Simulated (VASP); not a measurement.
# Pd3Cl in VASP: notebook

Runs on Pd3Cl. Level: PBE. Tasks: single point.

Everything below comes from runs of VASP 6.6.1. Logs are shortened: lines on timing, memory, paths and dates and some standing lists are left out, and cuts for length are marked.

### 1 The cell of the first run

The cell holds a slab with vacuum, 4 atoms: a = 2.788 Å, b = 2.788 Å, c = 19.387 Å, α = 90.00°, β = 90.00°, γ = 90.00°.

### 2 Single point, PBE

The input, INCAR:

```
SYSTEM = Pd3Cl
ALGO     = Normal         ! electronic algorithm
DIPOL    = 0.5 0.5 0.358
EDIFF    = 1E-6           ! SCF threshold, eV
ENCUT    = 520            ! plane-wave cutoff, eV
GGA      = PE             ! functional
IDIPOL   = 3            
ISIF     = 2              ! what is computed and relaxed
ISMEAR   = 0              ! smearing method
LASPH    = .TRUE.         ! aspherical terms in the spheres
LCHARG   = .FALSE.        ! write CHGCAR
LDIPOL   = .TRUE.       
LREAL    = .FALSE.        ! projectors in reciprocal space
LWAVE    = .FALSE.        ! write WAVECAR
NBANDS   = 26             ! bands
NELM     = 80             ! most SCF steps
PREC     = Accurate       ! precision mode
SIGMA    = 0.1            ! smearing width, eV
```

The input, KPOINTS:

```
k-points
0
G
  10 10 1
  0 0 0
```

The input, POSCAR:

```
Pd3Cl
1.0
    2.7875943942      0.0000000000      0.0000000000
    0.0000000000      2.7875943942      0.0000000000
    0.0000000000      0.0000000000     19.3873314569
Pd Cl
3 1
Direct
    0.5000000000      0.5000000000      0.2063202978
    0.0000000000      0.0000000000      0.3065748042
    0.5000000000      0.5000000000      0.4068291438
    0.8333333333      0.8333333333      0.5113604507
```

Potentials or basis: VASP PAW PBE potentials, release 64 (Pd, Cl).

The run is started by

```sh
cat potpaw_PBE.64/Pd/POTCAR potpaw_PBE.64/Cl/POTCAR > POTCAR
mpirun -np 1 vasp_std > vasp.out
```

OUTCAR:

```text
SYSTEM = Pd3Cl
   EDIFF = 1E-6
   ENCUT = 520
   GGA = PE
   ISIF = 2
   ISMEAR = 0
   LASPH = .TRUE.
   LREAL = .FALSE.
   NELM = 80
   PREC = Accurate

 ion  position               nearest neighbor table
   1  0.500  0.500  0.206-   2 2.77   2 2.77   2 2.77   2 2.77
   2  0.000  0.000  0.307-   3 2.77   3 2.77   3 2.77   3 2.77   1 2.77   1 2.77   1 2.77   1 2.77

   3  0.500  0.500  0.407-   4 2.42   2 2.77   2 2.77   2 2.77   2 2.77   4 2.90   4 2.90
   4  0.833  0.833  0.511-   3 2.42   3 2.90   3 2.90

  LATTYP: Found a simple tetragonal cell.
 ALAT       =     2.7875943942
 C/A-ratio  =     6.9548609716

  Lattice vectors:

 A1 = (   2.7875943942,   0.0000000000,   0.0000000000)
 A2 = (   0.0000000000,   2.7875943942,   0.0000000000)
 A3 = (   0.0000000000,   0.0000000000,  19.3873314569)

Analysis of symmetry for initial positions (statically):
=====================================================================
 Subroutine PRICEL returns:
 Original cell was already a primitive cell.

 Routine SETGRP: Setting up the symmetry group for a
 simple tetragonal supercell.

 Subroutine GETGRP returns: Found  2 space group operations
 (whereof  2 operations were pure point group operations)
 out of a pool of 16 trial point group operations.

The static configuration has the point symmetry C_1h.

Analysis of symmetry for dynamics (positions and initial velocities):
=====================================================================
 Subroutine PRICEL returns:
 Original cell was already a primitive cell.

 Routine SETGRP: Setting up the symmetry group for a
 simple tetragonal supercell.

 Subroutine GETGRP returns: Found  2 space group operations
 (whereof  2 operations were pure point group operations)
 out of a pool of 16 trial point group operations.

The dynamic configuration has the point symmetry C_1h.

 Subroutine INISYM returns: Found  2 space group operations
 (whereof  2 operations are pure point group operations),
 and found     1 'primitive' translations

----------------------------------------------------------------------------------------

                                     Primitive cell

  volume of cell :     150.6528

  direct lattice vectors                    reciprocal lattice vectors
     2.787594394  0.000000000  0.000000000     0.358732247  0.000000000  0.000000000
     0.000000000  2.787594394  0.000000000     0.000000000  0.358732247  0.000000000
     0.000000000  0.000000000 19.387331457     0.000000000  0.000000000  0.051580074

  length of vectors
[... 95 lines left out ...]
   TEBEG  =    0.0;   TEEND  =   0.0 temperature during run
   PSTRESS=    0.0 pullay stress
   NELECT =      37.0000    total number of electrons
   NUPDOWN=      -1.0000    fix difference up-down
   EMIN   =  10.00;   EMAX   =-10.00  energy-range for DOS
   EFERMI =   0.00;   METHOD = LEGACY
   ISMEAR =     0;   SIGMA  =   0.10  broadening in eV -4-tet -1-fermi 0-gaus
   EFERMI_NEDOS =   21; number of points for ismear=-14 and -15
   IALGO  =     38    algorithm
   IMIX   =      4    mixing-type and parameters
     AMIX     =   0.40;   BMIX     =  1.00
     AMIX_MAG =   1.60;   BMIX_MAG =  1.00
  volume/ion in A,a.u.               =      37.66       254.16
  Fermi-wavevector in a.u.,A,eV,Ry     =   1.025218  1.937382 14.300710  1.051073
  Thomas-Fermi vector in A             =   2.159047
   LORBIT       =      0    0 simple, 1 ext, 2 COOP (PROOUT), +10 PAW based schemes
   GGA     = PE    functional components
   LHFCALC =     F    Hartree Fock is set to
   AEXX    =    0.0000 exact exchange contribution
   IVDW    =     0    specifies the selected vdW correction
   LEPSILON=     F    determine dielectric tensor
   LRPA    =     F    only Hartree local field effects (RPA)
 non-spin polarized calculation
 Gauss-broadening in eV      SIGMA  =   0.10
  energy-cutoff  :      520.00
  volume of cell :      150.65
 maximum number of plane-waves:      4096
 NGX is ok and might be reduce to    24
   NGX = 11   NGY = 11   NGZ = 73

 dipolmoment           0.000000      0.000000     -0.001865 electrons x Angstroem

 number of electron      37.0000009 magnetization

 dipolmoment           0.000000      0.000000      0.040666 electrons x Angstroem

 Free energy of the ion-electron system (eV)
  ---------------------------------------------------
  ext. energy  EPLUGINS =         0.00000000
  ---------------------------------------------------
  free energy    TOTEN  =       -16.20414560 eV

  energy without entropy =      -16.15998092  energy(sigma->0) =      -16.18206326

 E-fermi :   0.1641     XC(G=0):  -5.9030

 val. band max:        0.1604783874   @ k =  -0.4000   0.4000   0.0000
 cond. band min:       0.1642983191   @ k =   0.2000   0.0000   0.0000
 fundamental gap:      0.0038199317
 Fermi energy:         0.1641125809

 k-point     1 :       0.0000    0.0000    0.0000
  band No.  band energies     occupation
      1     -16.1472      2.00000
      2      -6.0927      2.00000
      3      -5.0157      2.00000
      4      -4.3713      2.00000
      5      -4.3705      2.00000
      6      -3.5567      2.00000
[... 685 lines left out ...]
     25       8.7652      0.00000
     26       9.4375      0.00000

 [... further k-points ...]

------------------------ aborting loop because EDIFF is reached ----------------------------------------

 vacuum level on the upper side and lower side of the slab       (xc-potential included)         0.359        -0.489

  FORCE on cell =-STRESS in cart. coord.  units (eV):
  Direction    XX          YY          ZZ          XY          YZ          ZX
  --------------------------------------------------------------------------------------
  -------------------------------------------------------------------------------------
  Total        1.2874576      1.2874576      0.2158028      0.0248362     -0.2385911     -0.2385917
  in kB       13.6919822     13.6919822      2.2950410      0.2641300     -2.5373920     -2.5373985
  external PRESSURE =       9.8930018 kB  Pullay stress =       0.0000000 kB

 VOLUME and BASIS-vectors are now :
 -----------------------------------------------------------------------------
  energy-cutoff  :      520.00
  volume of cell :      150.65
      direct lattice vectors                 reciprocal lattice vectors
     2.787594394  0.000000000  0.000000000     0.358732247  0.000000000  0.000000000
     0.000000000  2.787594394  0.000000000     0.000000000  0.358732247  0.000000000
     0.000000000  0.000000000 19.387331457     0.000000000  0.000000000  0.051580074

 POSITION                                       TOTAL-FORCE (eV/Angst)
 -----------------------------------------------------------------------------------
      1.39380      1.39380      4.00000         0.009874      0.009874      0.028339
      0.00000      0.00000      5.94367         0.115675      0.115675     -0.169934
      1.39380      1.39380      7.88733        -0.137755     -0.137755      0.127240
      2.32300      2.32300      9.91391         0.012206      0.012206      0.014355
 -----------------------------------------------------------------------------------
    total drift:                               -0.000048     -0.000048      0.000523

  FREE ENERGIE OF THE ION-ELECTRON SYSTEM (eV)
  ---------------------------------------------------
  free  energy   TOTEN  =       -16.2041456037 eV

  energy  without entropy=      -16.1599809159  energy(sigma->0) =      -16.18206326

 vacuum level on the upper side and lower side of the slab         6.144         5.202
```

OSZICAR:

```text
N       E                     dE             d eps       ncg     rms          rms(c)
DAV:   1     0.245460498580E+03    0.24546E+03   -0.16452E+04  1612   0.120E+03
DAV:   2    -0.347273698972E+01   -0.24893E+03   -0.23728E+03  1982   0.264E+02
DAV:   3    -0.167113902239E+02   -0.13239E+02   -0.12948E+02  1840   0.590E+01
[... 20 lines left out ...]
DAV:  24    -0.162041360654E+02   -0.13021E-04   -0.40753E-06  1288   0.631E-03    0.241E-03
DAV:  25    -0.162041405549E+02   -0.44895E-05   -0.24678E-07  1262   0.223E-03    0.150E-03
DAV:  26    -0.162041438129E+02   -0.32581E-05   -0.12557E-07  1162   0.198E-03    0.835E-04
DAV:  27    -0.162041448518E+02   -0.10389E-05   -0.81899E-08  1256   0.129E-03    0.532E-04
DAV:  28    -0.162041456037E+02   -0.75184E-06   -0.41522E-08  1190   0.710E-04
   1 F= -.16204146E+02 E0= -.16182063E+02  d E =-.441647E-01
```

Wall time 2.1 min (1 thread of AMD EPYC 9R45 (Zen 5), shared host); peak memory 0.29 GiB.

Results:

```
Free energy            : -16.2041 eV
Largest force          : 0.236 eV/Å
Band gap on the k mesh : zero (an odd number of electrons rules out a gap without spin polarisation)
```

Forces on the atoms (eV/Å):
```
Pd   0.010  0.010  0.028
Pd   0.116  0.116 -0.170
Pd  -0.138 -0.138  0.127
Cl   0.012  0.012  0.014
```

### 3 Single point, PBE

The input, INCAR:

```
SYSTEM = Pd3Cl
  ALGO = Normal
  DIPOL = 0.5 0.5 0.361
  EDIFF = 1E-6
  ENCUT = 520
  GGA = PE
  IDIPOL = 3
  ISIF = 2
  ISMEAR = 0
  LASPH = .TRUE.
  LCHARG = .FALSE.
  LDIPOL = .TRUE.
  LREAL = .FALSE.
  LWAVE = .FALSE.
  NBANDS = 26
  NELM = 100
  PREC = Accurate
  SIGMA = 0.1
```

KPOINTS is that of step 2.

POSCAR, as its differences from that of step 2:

```diff
@@ -11,2 +11,2 @@
     0.5000000000      0.5000000000      0.4068291438
-    0.8333333333      0.8333333333      0.5113604507
+    0.6666666667      0.6666666667      0.5223074319
```

Potentials or basis: VASP PAW PBE potentials, release 64 (Pd, Cl).

The run is started by

```sh
cat potpaw_PBE.64/Pd/POTCAR potpaw_PBE.64/Cl/POTCAR > POTCAR
mpirun -np 1 vasp_std > vasp.out
```

Run time: 2 min. Hardware: 1 thread of AMD EPYC 9R45 (Zen 5), shared host; peak memory 0.29 GiB.

The run converged. Its results:

* Free energy: -16.2945 eV
* Largest force: 0.295 eV/Å
* Band gap on the k mesh: zero (an odd number of electrons rules out a gap without spin polarisation)

Forces in eV/Å, atoms in the order of the input:
```
Pd   0.022  0.022  0.001
Pd   0.051  0.051 -0.244
Pd   0.115  0.115  0.245
Cl  -0.189 -0.189 -0.002
```

Levels at points of the mesh, in eV from the Fermi level:
```
           k point  band 17  band 18  band 19  band 20  band 21  band 22
(0.00, 0.00, 0.00)    -0.24    -0.14    -0.05     0.09     0.14     1.74
(0.50, 0.00, 0.00)    -0.22    -0.03     0.63     1.91     2.07     2.41
(0.50, 0.50, 0.00)     0.25     0.37     0.58     4.66     4.68     6.51
```
